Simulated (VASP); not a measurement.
# InAs (Fm-3m) in VASP: settings compared

The runs below take InAs through single point, with PBE+D4, PBE.

Program: VASP 6.6.1. These are calculated values, not measurements. Logs are shortened: lines on timing, memory, paths and dates and some standing lists are left out, and cuts for length are marked.

## (1) The cell of the first run

The structure is cubic, space group Fm-3m (No. 225). The conventional cell has a = 5.673 Å, b = 5.673 Å, c = 5.673 Å, α = 90.00°, β = 90.00°, γ = 90.00°. Within 3.7 Å of In (site symmetry m-3m) lie 6 As at 2.84 Å. Within 3.7 Å of As (site symmetry m-3m) lie 6 In at 2.84 Å.

## (2) Single point, PBE+D4

The input, INCAR:

```
SYSTEM = InAs
ALGO     = Normal         ! electronic algorithm
EDIFF    = 1E-6           ! SCF threshold, eV
ENCUT    = 520            ! plane-wave cutoff, eV
GGA      = PE             ! functional
ISIF     = 2              ! what is computed and relaxed
ISMEAR   = -1             ! smearing method
IVDW     = 13             ! dispersion correction
LASPH    = .TRUE.         ! aspherical terms in the spheres
LCHARG   = .FALSE.        ! write CHGCAR
LREAL    = .FALSE.        ! projectors in reciprocal space
LWAVE    = .FALSE.        ! write WAVECAR
NBANDS   = 16             ! bands
NELM     = 60             ! most SCF steps
PREC     = Accurate       ! precision mode
SIGMA    = 0.05           ! smearing width, eV
```

The input, KPOINTS:

```
k-points
0
G
  8 8 8
  0 0 0
```

The input, POSCAR:

```
InAs
1.0
    0.0000000000      2.8364204084      2.8364204084
    2.8364204084      0.0000000000      2.8364204084
    2.8364204084      2.8364204084      0.0000000000
In As
1 1
Direct
    0.5000000000      0.5000000000      0.5000000000
    0.0000000000      0.0000000000      0.0000000000
```

Potentials or basis: VASP PAW PBE potentials, release 64 (In_d, As).

Started as:

```sh
> cat potpaw_PBE.64/In_d/POTCAR potpaw_PBE.64/As/POTCAR > POTCAR
> mpirun -np 1 vasp_std > vasp.out
```

OUTCAR:

```text
SYSTEM = InAs
   EDIFF = 1E-6
   ENCUT = 520
   GGA = PE
   ISIF = 2
   ISMEAR = -1
   IVDW = 13
   LASPH = .TRUE.
   LREAL = .FALSE.
   NELM = 60
   PREC = Accurate

 ion  position               nearest neighbor table
   1  0.500  0.500  0.500-   2 2.84   2 2.84   2 2.84   2 2.84   2 2.84   2 2.84
   2  0.000  0.000  0.000-   1 2.84   1 2.84   1 2.84   1 2.84   1 2.84   1 2.84

  LATTYP: Found a face centered cubic cell.
 ALAT       =     5.6728408168

  Lattice vectors:

 A1 = (   0.0000000000,   2.8364204084,   2.8364204084)
 A2 = (   2.8364204084,   0.0000000000,   2.8364204084)
 A3 = (   2.8364204084,   2.8364204084,   0.0000000000)

Analysis of symmetry for initial positions (statically):
=====================================================================
 Subroutine PRICEL returns:
 Original cell was already a primitive cell.

 Routine SETGRP: Setting up the symmetry group for a
 face centered cubic supercell.

 Subroutine GETGRP returns: Found 48 space group operations
 (whereof 48 operations were pure point group operations)
 out of a pool of 48 trial point group operations.

The static configuration has the point symmetry O_h .

Analysis of symmetry for dynamics (positions and initial velocities):
=====================================================================
 Subroutine PRICEL returns:
 Original cell was already a primitive cell.

 Routine SETGRP: Setting up the symmetry group for a
 face centered cubic supercell.

 Subroutine GETGRP returns: Found 48 space group operations
 (whereof 48 operations were pure point group operations)
 out of a pool of 48 trial point group operations.

The dynamic configuration has the point symmetry O_h .

 Subroutine INISYM returns: Found 48 space group operations
 (whereof 48 operations are pure point group operations),
 and found     1 'primitive' translations

----------------------------------------------------------------------------------------

                                     Primitive cell

  volume of cell :      45.6396

  direct lattice vectors                    reciprocal lattice vectors
     0.000000000  2.836420408  2.836420408    -0.176278523  0.176278523  0.176278523
     2.836420408  0.000000000  2.836420408     0.176278523 -0.176278523  0.176278523
     2.836420408  2.836420408  0.000000000     0.176278523  0.176278523 -0.176278523

  length of vectors
     4.011304210  4.011304210  4.011304210     0.305323358  0.305323358  0.305323358

  position of ions in fractional coordinates (direct lattice)
     0.500000000  0.500000000  0.500000000
     0.000000000  0.000000000  0.000000000

  ion indices of the primitive-cell ions
   primitive index   ion index
                 1           1
                 2           2

----------------------------------------------------------------------------------------

 KPOINTS: k-points

Automatic generation of k-mesh.
 Grid dimensions read from file:
 generate k-points for:    8    8    8

 Generating k-lattice:

  Cartesian coordinates                     Fractional coordinates (reciprocal lattice)
    -0.022034815  0.022034815  0.022034815     0.125000000  0.000000000  0.000000000
     0.022034815 -0.022034815  0.022034815     0.000000000  0.125000000  0.000000000
     0.022034815  0.022034815 -0.022034815     0.000000000  0.000000000  0.125000000

  Length of vectors
     0.038165420  0.038165420  0.038165420

  Shift w.r.t. Gamma in fractional coordinates (k-lattice)
     0.000000000  0.000000000  0.000000000

 Subroutine IBZKPT returns following result:
 ===========================================

 Found     29 irreducible k-points:

 Following reciprocal coordinates:
            Coordinates               Weight
  0.000000  0.000000  0.000000      1.000000
  0.125000  0.000000  0.000000      8.000000
  0.250000  0.000000  0.000000      8.000000
  0.375000  0.000000  0.000000      8.000000
  0.500000  0.000000  0.000000      4.000000
  0.125000  0.125000  0.000000      6.000000
[... 16 lines left out ...]
  0.500000  0.250000  0.125000     48.000000
 -0.375000  0.250000  0.125000     24.000000
 [... further k-points ...]
   k-points           NKPTS =     29   k-points in BZ     NKDIM =     29   number of bands    NBANDS=     16
   number of dos      NEDOS =    301   number of ions     NIONS =      2
   total plane-waves  NPLWV =  27000
   dimension x,y,z NGX =    30 NGY =   30 NGZ =   30
   dimension x,y,z NGXF=    60 NGYF=   60 NGZF=   60
   ions per type =               1   1
   NGX,Y,Z   is equivalent  to a cutoff of  12.43, 12.43, 12.43 a.u.
   NGXF,Y,Z  is equivalent  to a cutoff of  24.87, 24.87, 24.87 a.u.
 SYSTEM =  InAs
   PREC   = accura    normal or accurate (medium, high low for compatibility)
   ISTART =      0    job   : 0-new  1-cont  2-samecut
   ICHARG =      2    charge: 1-file 2-atom 10-const
   ISPIN  =      1    spin polarized calculation?
   LNONCOLLINEAR =      F non collinear calculations
   LSORBIT =      F    spin-orbit coupling
   LASPH  =      T    aspherical Exc in radial PAW
   ENCUT  =  520.0 eV  38.22 Ry    6.18 a.u.   7.46  7.46  7.46*2*pi/ulx,y,z
   NELM   =     60;   NELMIN=  2; NELMDL= -5     # of ELM steps
   EDIFF  = 0.1E-05   stopping-criterion for ELM
   LREAL  =      F    real-space projection
   EDIFFG = 0.1E-04   stopping-criterion for IOM
   NSW    =      0    number of steps for IOM
   IBRION =     -1    ionic relax: 0-MD 1-quasi-New 2-CG
   NFREE  =      0    steps in history (QN), initial steepest desc. (CG)
   ISIF   =      2    stress and relaxation
   ISYM   =      2    0-nonsym 1-usesym 2-fastsym
   POTIM  = 0.5000    time-step for ionic-motion
   TEBEG  =    0.0;   TEEND  =   0.0 temperature during run
   PSTRESS=    0.0 pullay stress
   NELECT =      18.0000    total number of electrons
   NUPDOWN=      -1.0000    fix difference up-down
   EMIN   =  10.00;   EMAX   =-10.00  energy-range for DOS
   EFERMI =   0.00;   METHOD = LEGACY
   ISMEAR =    -1;   SIGMA  =   0.05  broadening in eV -4-tet -1-fermi 0-gaus
   EFERMI_NEDOS =   21; number of points for ismear=-14 and -15
   IALGO  =     38    algorithm
   IMIX   =      4    mixing-type and parameters
     AMIX     =   0.40;   BMIX     =  1.00
     AMIX_MAG =   1.60;   BMIX_MAG =  1.00
  volume/ion in A,a.u.               =      22.82       154.00
  Fermi-wavevector in a.u.,A,eV,Ry     =   1.200563  2.268736 19.610788  1.441352
  Thomas-Fermi vector in A             =   2.336396
   LORBIT       =      0    0 simple, 1 ext, 2 COOP (PROOUT), +10 PAW based schemes
   GGA     = PE    functional components
   LHFCALC =     F    Hartree Fock is set to
   AEXX    =    0.0000 exact exchange contribution
   IVDW    =    13    specifies the selected vdW correction
   LEPSILON=     F    determine dielectric tensor
   LRPA    =     F    only Hartree local field effects (RPA)
 non-spin polarized calculation
  energy-cutoff  :      520.00
  volume of cell :       45.64
 maximum number of plane-waves:      1249
 NGX is ok and might be reduce to    30
   NGX = 15   NGY = 15   NGZ = 15

 number of electron      17.9999990 magnetization

 Free energy of the ion-electron system (eV)
  ---------------------------------------------------
  ext. energy  EPLUGINS =         0.00000000
  ---------------------------------------------------
  free energy    TOTEN  =        -7.30165323 eV

  energy without entropy =       -7.29012790  energy(sigma->0) =       -7.29589057

 E-fermi :   6.4186     XC(G=0): -10.2941

 val. band max:        6.3556750173   @ k =   0.3750   0.2500   0.0000
 cond. band min:       6.4428513366   @ k =  -0.3750   0.1250   0.0000
 fundamental gap:      0.0871763194
 Fermi energy:         6.4186337466

 k-point     1 :       0.0000    0.0000    0.0000
  band No.  band energies     occupation
      1      -7.9566      2.00000
      2      -7.9566      2.00000
      3      -7.9337      2.00000
      4      -7.9337      2.00000
      5      -7.9337      2.00000
      6      -5.9910      2.00000
[... 8 lines left out ...]
     15      14.1245      0.00000
     16      14.1245      0.00000

 k-point     2 :       0.1250    0.0000    0.0000
  band No.  band energies     occupation
      1      -7.9639      2.00000
      2      -7.9639      2.00000
      3      -7.9342      2.00000
      4      -7.9258      2.00000
      5      -7.9258      2.00000
      6      -5.8132      2.00000
[... 8 lines left out ...]
     15      14.1821      0.00000
     16      14.1821      0.00000

 k-point     3 :       0.2500    0.0000    0.0000
  band No.  band energies     occupation
      1      -7.9847      2.00000
      2      -7.9847      2.00000
      3      -7.9368      2.00000
      4      -7.9033      2.00000
      5      -7.9033      2.00000
      6      -5.3064      2.00000
[... 8 lines left out ...]
     15      15.2325      0.00000
     16      15.2325      0.00000

 k-point     4 :       0.3750    0.0000    0.0000
  band No.  band energies     occupation
      1      -8.0061      2.00000
      2      -8.0061      2.00000
      3      -7.9408      2.00000
      4      -7.8799      2.00000
      5      -7.8799      2.00000
      6      -4.6066      2.00000
[... 8 lines left out ...]
     15      16.8722      0.00000
     16      16.8722      0.00000
[... 324 lines left out ...]
 k-point    22 :       0.3750    0.2500    0.1250
  band No.  band energies     occupation
      1      -8.0607      2.00000
      2      -7.9643      2.00000
      3      -7.9432      2.00000
      4      -7.8916      2.00000
      5      -7.8888      2.00000
      6      -4.8129      2.00000
[... 8 lines left out ...]
     15      17.0503      0.00000
     16      18.1203      0.00000

 k-point    23 :       0.5000    0.2500    0.1250
  band No.  band energies     occupation
      1      -8.0904      2.00000
      2      -7.9810      2.00000
      3      -7.9329      2.00000
      4      -7.8908      2.00000
      5      -7.8713      2.00000
      6      -4.1269      2.00000
[... 8 lines left out ...]
     15      17.5893      0.00000
     16      18.5138      0.00000

 k-point    24 :      -0.3750    0.2500    0.1250
  band No.  band energies     occupation
      1      -8.1004      2.00000
      2      -7.9895      2.00000
      3      -7.9233      2.00000
      4      -7.8966      2.00000
      5      -7.8631      2.00000
      6      -3.7398      2.00000
[... 8 lines left out ...]
     15      16.2241      0.00000
     16      19.4378      0.00000

 [... further k-points ...]

------------------------ aborting loop because EDIFF is reached ----------------------------------------

  DFT-D4 for vdW energy calculation

  Edisp (eV):   -0.83821

  FORCE on cell =-STRESS in cart. coord.  units (eV):
  Direction    XX          YY          ZZ          XY          YZ          ZX
  --------------------------------------------------------------------------------------
  -------------------------------------------------------------------------------------
  Total       0.01611     0.01611     0.01611    -0.00000     0.00000    -0.00000
  in kB       0.56540     0.56540     0.56540    -0.00000     0.00000    -0.00000
  external pressure =        0.57 kB  Pullay stress =        0.00 kB

 VOLUME and BASIS-vectors are now :
 -----------------------------------------------------------------------------
  energy-cutoff  :      520.00
  volume of cell :       45.64
      direct lattice vectors                 reciprocal lattice vectors
     0.000000000  2.836420408  2.836420408    -0.176278523  0.176278523  0.176278523
     2.836420408  0.000000000  2.836420408     0.176278523 -0.176278523  0.176278523
     2.836420408  2.836420408  0.000000000     0.176278523  0.176278523 -0.176278523

 POSITION                                       TOTAL-FORCE (eV/Angst)
 -----------------------------------------------------------------------------------
      2.83642      2.83642      2.83642         0.000000     -0.000000      0.000000
      0.00000      0.00000      0.00000        -0.000000      0.000000     -0.000000
 -----------------------------------------------------------------------------------
    total drift:                                0.000000      0.000000      0.000000

  FREE ENERGIE OF THE ION-ELECTRON SYSTEM (eV)
  ---------------------------------------------------
  free  energy   TOTEN  =        -8.1398662041 eV

  energy  without entropy=       -8.1283408757  energy(sigma->0) =       -8.13410354
```

Run time: 38 s. Hardware: 1 thread of Intel Xeon 8259CL, shared host; peak memory 0.17 GiB.

Results:

| Quantity | Value |
| --- | --- |
| Free energy | -8.1399 eV |
| Pressure | 0.1 GPa |
| Band gap on the k mesh | zero (band 9 reaches 6.77 eV, above the bottom of band 10 at 4.04 eV) |
| Dispersion energy per atom | -0.419 eV |

Caveat: spin-orbit coupling is left out, which moves the levels of the heavy elements; pairwise dispersion overbinds metals, which lowers pressure and volume.

## (3) Single point, PBE

This run uses another cell than the first one, of 23.82 Å³/atom, 1.044 times its volume.

The input, INCAR:

```
PREC = Accurate ; ENCUT = 520
EDIFF = 1E-7 ; ISMEAR = 0
SIGMA = 0.013000000000000001 ; LREAL = F
LASPH = T ; NELM = 100
ALGO = Normal ; ISIF = 2
LWAVE = F ; LCHARG = T
GGA = PE ; LELF = T
LVHAR = T ; NBANDS = 16
```

The input, KPOINTS:

```
regular mesh
0
Gamma
  8 8 8
```

The input, POSCAR:

```
InAs
1.0
    0.0000000000      2.8773040000      2.8773040000
    2.8773040000      0.0000000000      2.8773040000
    2.8773040000      2.8773040000      0.0000000000
In As
1 1
Direct
    0.5000000000      0.5000000000      0.5000000000
    0.0000000000      0.0000000000      0.0000000000
```

Potentials or basis: VASP PAW PBE potentials, release 64 (In_d, As).

Started as:

```sh
> cat potpaw_PBE.64/In_d/POTCAR potpaw_PBE.64/As/POTCAR > POTCAR
> mpirun -np 1 vasp_std > vasp.out
```

It took 43 s on 1 thread of Intel Xeon 8259CL, shared host; peak memory 0.18 GiB.

Results (log left out):

| Quantity | Value |
| --- | --- |
| Free energy | -7.3144 eV |
| Pressure | 0.0 GPa |
| Band gap on the k mesh | zero (band 9 reaches 6.25 eV, above the bottom of band 10 at 3.69 eV) |

Levels at points of the mesh, in eV from the Fermi level:
| k point | band 7 | band 8 | band 9 | band 10 | band 11 | band 12 |
| --- | --- | --- | --- | --- | --- | --- |
| (0.00, 0.00, 0.00) | -0.68 | -0.23 | -0.23 | -0.23 | 7.16 | 7.16 |
| (0.50, 0.00, 0.00) | -6.52 | 0.15 | 0.15 | 2.11 | 3.26 | 3.26 |
| (0.50, 0.50, 0.00) | -4.72 | -2.94 | -2.25 | -2.25 | 3.86 | 9.17 |

Caveat: spin-orbit coupling is left out, which moves the levels of the heavy elements.

## (4) Single point, PBE

This run uses another cell than the first one, of 23.82 Å³/atom, 1.044 times its volume.

The input, INCAR:

```
SYSTEM = InAs
  PREC = Accurate
  ENCUT = 520
  EDIFF = 1E-7
  ISMEAR = 0
  SIGMA = 0.020999999999999998
  LREAL = .False.
  LASPH = .True.
  NELM = 60
  ALGO = Normal
  ISIF = 2
  LWAVE = .False.
  LCHARG = .False.
  GGA = PE
  NBANDS = 16
```

The input, KPOINTS:

```
regular mesh
0
Gamma
  8 8 8
  0 0 0
```

POSCAR is that of step 3.

Started as:

```sh
> cat potpaw_PBE.64/In_d/POTCAR potpaw_PBE.64/As/POTCAR > POTCAR
> mpirun -np 1 vasp_std > vasp.out
```

Wall time 43 s (1 thread of Intel Xeon 8259CL, shared host); peak memory 0.18 GiB.

It converged, with:

```
Free energy            : -7.3144 eV
Pressure               : 0.0 GPa
Band gap on the k mesh : zero (band 9 reaches 6.25 eV, above the bottom of band 10 at 3.69 eV)
```

Levels at points of the mesh, in eV from the Fermi level:
```csv
k point,band 5,band 6,band 7,band 8,band 9,band 10,band 11,band 12,band 13,band 14
"(0.00, 0.00, 0.00)",-14.28,-12.12,-0.67,-0.22,-0.22,-0.22,7.16,7.16,7.16,7.49
"(0.50, 0.00, 0.00)",-14.23,-10.46,-6.51,0.16,0.16,2.12,3.27,3.27,4.39,10.62
"(0.50, 0.50, 0.00)",-14.20,-9.59,-4.71,-2.93,-2.24,-2.24,3.87,9.17,9.17,9.99
```

Caveat: spin-orbit coupling is left out, which moves the levels of the heavy elements.

(Part 1 of 2 ends here.)
